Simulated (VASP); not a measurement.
# C (Fd-3m) in VASP: notebook

C is run at these levels: PBEsol; tasks: single point, relaxation of cell and atoms.

Program: VASP 6.6.1. These are calculated values, not measurements. Logs are shortened: lines on timing, memory, paths and dates and some standing lists are left out, and cuts for length are marked.

**1. The cell of the first run**

Symmetry: Fd-3m, No. 227, cubic system. Conventional cell: a = 3.554 Å, b = 3.554 Å, c = 3.554 Å, α = 90.00°, β = 90.00°, γ = 90.00°. Within 2.1 Å of C (site symmetry -43m) lie 4 C at 1.54 Å.

**2. Single point, PBEsol**

Input file INCAR:

```
  ALGO = Normal
  EDIFF = 1E-6
  ENCUT = 600
  GGA = PS
  GGA_COMPAT = False
  ISIF = 2
  ISMEAR = 0
  LASPH = True
  LCHARG = False
  LREAL = False
  LWAVE = False
  NBANDS = 11
  NELM = 120
  PREC = Accurate
  SIGMA = 0.02
```

Input file KPOINTS:

```
k-points
0
Gamma
  14 14 14
```

Input file POSCAR:

```
C
1.0
    0.0000000000      1.7768328947      1.7768328947
    1.7768328947      0.0000000000      1.7768328947
    1.7768328947      1.7768328947      0.0000000000
C
2
Direct
    0.0000000000      0.0000000000      0.0000000000
    0.2500000000      0.2500000000      0.2500000000
```

Potentials or basis: VASP PAW PBE potentials, release 64 (C).

On the command line:

```
$ cat potpaw_PBE.64/C/POTCAR > POTCAR
$ mpirun -np 1 vasp_std > vasp.out
```

OUTCAR:

```text
EDIFF = 1E-6
   ENCUT = 600
   GGA = PS
   ISIF = 2
   ISMEAR = 0
   LASPH = True
   LREAL = False
   NELM = 120
   PREC = Accurate

 ion  position               nearest neighbor table
   1  0.000  0.000  0.000-   2 1.54   2 1.54   2 1.54   2 1.54
   2  0.250  0.250  0.250-   1 1.54   1 1.54   1 1.54   1 1.54

  LATTYP: Found a face centered cubic cell.
 ALAT       =     3.5536657894

  Lattice vectors:

 A1 = (   0.0000000000,   1.7768328947,   1.7768328947)
 A2 = (   1.7768328947,   0.0000000000,   1.7768328947)
 A3 = (   1.7768328947,   1.7768328947,   0.0000000000)

Analysis of symmetry for initial positions (statically):
=====================================================================
 Subroutine PRICEL returns:
 Original cell was already a primitive cell.

 Routine SETGRP: Setting up the symmetry group for a
 face centered cubic supercell.

 Subroutine GETGRP returns: Found 48 space group operations
 (whereof 24 operations were pure point group operations)
 out of a pool of 48 trial point group operations.

The static configuration has the point symmetry T_d .
 The point group associated with its full space group is O_h .

Analysis of symmetry for dynamics (positions and initial velocities):
=====================================================================
 Subroutine PRICEL returns:
 Original cell was already a primitive cell.

 Routine SETGRP: Setting up the symmetry group for a
 face centered cubic supercell.

 Subroutine GETGRP returns: Found 48 space group operations
 (whereof 24 operations were pure point group operations)
 out of a pool of 48 trial point group operations.

The dynamic configuration has the point symmetry T_d .
 The point group associated with its full space group is O_h .

 Subroutine INISYM returns: Found 48 space group operations
 (whereof 24 operations are pure point group operations),
 and found     1 'primitive' translations

----------------------------------------------------------------------------------------

                                     Primitive cell

  volume of cell :      11.2194

  direct lattice vectors                    reciprocal lattice vectors
     0.000000000  1.776832895  1.776832895    -0.281399563  0.281399563  0.281399563
     1.776832895  0.000000000  1.776832895     0.281399563 -0.281399563  0.281399563
     1.776832895  1.776832895  0.000000000     0.281399563  0.281399563 -0.281399563

  length of vectors
[... 84 lines left out ...]
   EDIFFG = 0.1E-04   stopping-criterion for IOM
   NSW    =      0    number of steps for IOM
   IBRION =     -1    ionic relax: 0-MD 1-quasi-New 2-CG
   NFREE  =      0    steps in history (QN), initial steepest desc. (CG)
   ISIF   =      2    stress and relaxation
   ISYM   =      2    0-nonsym 1-usesym 2-fastsym
   POTIM  = 0.5000    time-step for ionic-motion
   TEBEG  =    0.0;   TEEND  =   0.0 temperature during run
   PSTRESS=    0.0 pullay stress
   NELECT =       8.0000    total number of electrons
   NUPDOWN=      -1.0000    fix difference up-down
   EMIN   =  10.00;   EMAX   =-10.00  energy-range for DOS
   EFERMI =   0.00;   METHOD = LEGACY
   ISMEAR =     0;   SIGMA  =   0.02  broadening in eV -4-tet -1-fermi 0-gaus
   EFERMI_NEDOS =   21; number of points for ismear=-14 and -15
   IALGO  =     38    algorithm
   IMIX   =      4    mixing-type and parameters
     AMIX     =   0.40;   BMIX     =  1.00
     AMIX_MAG =   1.60;   BMIX_MAG =  1.00
  volume/ion in A,a.u.               =       5.61        37.86
  Fermi-wavevector in a.u.,A,eV,Ry     =   1.462564  2.763845 29.104137  2.139094
  Thomas-Fermi vector in A             =   2.578763
   LORBIT       =      0    0 simple, 1 ext, 2 COOP (PROOUT), +10 PAW based schemes
   GGA     = PS    functional components
   LHFCALC =     F    Hartree Fock is set to
   AEXX    =    0.0000 exact exchange contribution
   IVDW    =     0    specifies the selected vdW correction
   LEPSILON=     F    determine dielectric tensor
   LRPA    =     F    only Hartree local field effects (RPA)
 non-spin polarized calculation
 Gauss-broadening in eV      SIGMA  =   0.02
  energy-cutoff  :      600.00
  volume of cell :       11.22
 maximum number of plane-waves:       388
   NGX =  9   NGY =  9   NGZ =  9

 number of electron       7.9999999 magnetization

 Free energy of the ion-electron system (eV)
  ---------------------------------------------------
  ext. energy  EPLUGINS =         0.00000000
  ---------------------------------------------------
  free energy    TOTEN  =       -19.25420913 eV

  energy without entropy =      -19.25420913  energy(sigma->0) =      -19.25420913

 E-fermi :   9.9555     XC(G=0): -13.4872

 val. band max:        9.8680216682   @ k =   0.0000   0.0000   0.0000
 cond. band min:      13.8992405149   @ k =   0.3571   0.3571   0.0000
 fundamental gap:      4.0312188467
 Fermi energy:         9.9554730997

 k-point     1 :       0.0000    0.0000    0.0000
  band No.  band energies     occupation
      1     -11.8019      2.00000
      2       9.8680      2.00000
      3       9.8680      2.00000
      4       9.8680      2.00000
      5      15.4378      0.00000
      6      15.4378      0.00000
      7      15.4378      0.00000
      8      23.4880      0.00000
      9      28.9689      0.00000
     10      36.4592      0.00000
     11      36.4592      0.00000
[... 309 lines left out ...]
 k-point    24 :       0.2857    0.1429    0.0000
  band No.  band energies     occupation
      1      -9.7286      2.00000
      2       3.7786      2.00000
      3       6.4881      2.00000
      4       7.2506      2.00000
      5      15.7460      0.00000
      6      19.9136      0.00000
      7      19.9816      0.00000
      8      22.2375      0.00000
      9      30.3114      0.00000
     10      31.1614      0.00000
     11      36.1124      0.00000

 [... further k-points ...]
[... 5 lines left out ...]
  --------------------------------------------------------------------------------------
  -------------------------------------------------------------------------------------
  Total        0.0346525      0.0346525      0.0346525      0.0000000      0.0000000     -0.0000000
  in kB        4.9485236      4.9485236      4.9485236      0.0000000      0.0000000     -0.0000000
  external PRESSURE =       4.9485236 kB  Pullay stress =       0.0000000 kB

 VOLUME and BASIS-vectors are now :
 -----------------------------------------------------------------------------
  energy-cutoff  :      600.00
  volume of cell :       11.22
      direct lattice vectors                 reciprocal lattice vectors
     0.000000000  1.776832895  1.776832895    -0.281399563  0.281399563  0.281399563
     1.776832895  0.000000000  1.776832895     0.281399563 -0.281399563  0.281399563
     1.776832895  1.776832895  0.000000000     0.281399563  0.281399563 -0.281399563

 POSITION                                       TOTAL-FORCE (eV/Angst)
 -----------------------------------------------------------------------------------
      0.00000      0.00000      0.00000         0.000000      0.000000      0.000000
      0.88842      0.88842      0.88842        -0.000000     -0.000000     -0.000000
 -----------------------------------------------------------------------------------
    total drift:                                0.000000      0.000000      0.000000

  FREE ENERGIE OF THE ION-ELECTRON SYSTEM (eV)
  ---------------------------------------------------
  free  energy   TOTEN  =       -19.2542091340 eV

  energy  without entropy=      -19.2542091340  energy(sigma->0) =      -19.25420913
```

OSZICAR:

```text
N       E                     dE             d eps       ncg     rms          rms(c)
DAV:   1     0.185269145365E+01    0.18527E+01   -0.52234E+03  2331   0.806E+02
DAV:   2    -0.194837022147E+02   -0.21336E+02   -0.20582E+02  2956   0.133E+02
DAV:   3    -0.199371289392E+02   -0.45343E+00   -0.45228E+00  2710   0.148E+01
DAV:   4    -0.199378799153E+02   -0.75098E-03   -0.75096E-03  2445   0.740E-01
DAV:   5    -0.199378807634E+02   -0.84811E-06   -0.84810E-06  2632   0.241E-02    0.564E+00
DAV:   6    -0.194303645632E+02    0.50752E+00   -0.26027E-01  2345   0.354E+00    0.332E+00
DAV:   7    -0.192536085248E+02    0.17676E+00   -0.31232E-01  2480   0.392E+00    0.696E-01
DAV:   8    -0.192541833296E+02   -0.57480E-03   -0.76679E-03  2393   0.693E-01    0.295E-02
DAV:   9    -0.192542009779E+02   -0.17648E-04   -0.15095E-05  2779   0.357E-02    0.215E-02
DAV:  10    -0.192542092828E+02   -0.83048E-05   -0.35212E-06  2471   0.165E-02    0.443E-03
DAV:  11    -0.192542091340E+02    0.14879E-06   -0.90469E-08  1363   0.265E-03
   1 F= -.19254209E+02 E0= -.19254209E+02  d E =-.613255E-13
```

Wall time 7.7 s (1 thread of Intel Xeon Platinum 8488C (Sapphire Rapids), shared host); peak memory 0.12 GiB.

Results:

```
Free energy            : -19.2542 eV
Pressure               : 0.5 GPa
Band gap on the k mesh : 4.03 eV, indirect (least direct gap 5.57 eV)
```

Caveat: the PAW data sets were made with another functional, which shifts forces and pressure a little. A k mesh can miss the band edges.

**3. Single point, PBEsol**

Input file INCAR:

```
SYSTEM = C
PREC     = Accurate       ! precision mode
ENCUT    = 600            ! plane-wave cutoff, eV
EDIFF    = 1E-6           ! SCF threshold, eV
ISMEAR   = 0              ! smearing method
SIGMA    = 0.01           ! smearing width, eV
LREAL    = .False.        ! projectors in reciprocal space
LASPH    = .True.         ! aspherical terms in the spheres
NELM     = 120            ! most SCF steps
ALGO     = Normal         ! electronic algorithm
ISIF     = 2              ! what is computed and relaxed
LWAVE    = .False.        ! write WAVECAR
LCHARG   = .False.        ! write CHGCAR
GGA      = PS             ! functional
NBANDS   = 11             ! bands
GGA_COMPAT= .False.
```

Input file KPOINTS:

```
Automatic mesh
0
Gamma
  14 14 14
  0 0 0
```

POSCAR is that of step 2.

Potentials or basis: VASP PAW PBE potentials, release 64 (C).

On the command line:

```
$ cat potpaw_PBE.64/C/POTCAR > POTCAR
$ mpirun -np 1 vasp_std > vasp.out
```

It took 8.7 s on 1 thread of Intel Xeon Platinum 8488C (Sapphire Rapids), shared host; peak memory 0.12 GiB.

Results (log left out):

| Quantity | Value |
| --- | --- |
| Free energy | -19.2542 eV |
| Pressure | 0.5 GPa |
| Band gap on the k mesh | 4.03 eV, indirect (least direct gap 5.57 eV) |

Levels at points of the mesh, in eV from the valence-band top:
```csv
k point,band 1,band 2,band 3,band 4,band 5,band 6,band 7,band 8
"(0.00, 0.00, 0.00)",-21.67,0.00,0.00,0.00,5.57,5.57,5.57,13.62
"(0.50, 0.00, 0.00)",-15.78,-13.59,-2.84,-2.84,8.43,8.43,8.99,15.59
"(0.50, 0.50, 0.00)",-12.86,-12.86,-6.41,-6.41,4.62,4.62,16.95,16.95
```

Caveat: the PAW data sets were made with another functional, which shifts forces and pressure a little. A k mesh can miss the band edges.

[end of part 1 of 2]
